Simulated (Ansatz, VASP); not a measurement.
## BN in VASP and in Ansatz

Contents of INCAR:

```
PREC = Accurate
ENCUT = 520
EDIFF = 1E-7
ISMEAR = -1
SIGMA = 0.02
LREAL = False
LASPH = True
NELM = 60
ALGO = Normal
ISIF = 2
LWAVE = False
LCHARG = False
GGA = CA
NBANDS = 11
```

The input KPOINTS:

```
Automatic mesh
0
Gamma
  11 11 11
```

Contents of POSCAR:

```
BN
1.0
    0.0000000000      1.8075000000      1.8436500000
    1.8075000000      0.0000000000      1.8436500000
    1.8075000000      1.8075000000      0.0000000000
B N
1 1
Direct
    0.0000000000      0.0000000000      0.0000000000
    0.7500000000      0.7500000000      0.7500000000
```

Input for Ansatz:

```yaml
crystal:
  lattice:
    - [0.0, 1.8075, 1.84365]
    - [1.8075, 0.0, 1.84365]
    - [1.8075, 1.8075, 0.0]
  atoms:
    - { symbol: B, position: [0.0, 0.0, 0.0] }
    - { symbol: "N", position: [0.75, 0.75, 0.75] }
kpoints:
  mp_grid: { grid: [11, 11, 11] }
  band_path:
    path:
      - [0.0, 0.0, 0.0]
      - [0.5, 0.0, 0.5]
      - [0.75, 0.25, 0.5]
      - [0.5, 0.5, 0.5]
      - [0.0, 0.0, 0.0]
      - [0.5, 0.5, 0.0]
      - [0.6298539023, 0.6298539023, 0.2597078047]
      - [0.3701460977, 0.3701460977, 0.7402921953]
      - [0.0, 0.0, 0.0]
    npoints: 5
scf:
  occupations: { method: fermi_dirac, width: 0.02 }
hamiltonian:
  xc: lda
  pseudopotentials: { kind: all_electron, lapw: { basis_error: 0.0005 } }
output:
  forces: true
  stress: true
  eigenvalues: true
```

Change from the starting cell: zz strain of +2 %.

Alike in both runs: task single point; functional LDA; k mesh 11 × 11 × 11; occupations fermi-dirac, width 0.02 eV; no spin polarisation.

|  | VASP | Ansatz |
| --- | --- | --- |
| version | VASP 6.6.1 | Ansatz 0.2.0 |
| potentials or method | VASP PAW LDA potentials, release 64 (B, N), cutoff 520 eV | all-electron LAPW, scalar-relativistic |

Ansatz gave:

| Property | Result |
| --- | --- |
| gap on the k mesh at the Fermi level (eV) | 4.26 |
| pressure (GPa) | -17.8 |
| traceless stress, the component that is largest in VASP (GPa) | -8.20 |

**Question.** Estimate VASP's values.

**Answer.** gap on the k mesh at the Fermi level (eV): 4.25; pressure (GPa): -17.1; traceless stress, the component that is largest in VASP (GPa): -8.19.

LDA's correlation is that of Perdew and Zunger in VASP and of Perdew and Wang (1992) in Ansatz. Ansatz ran all-electron here, and VASP with PAW potentials.
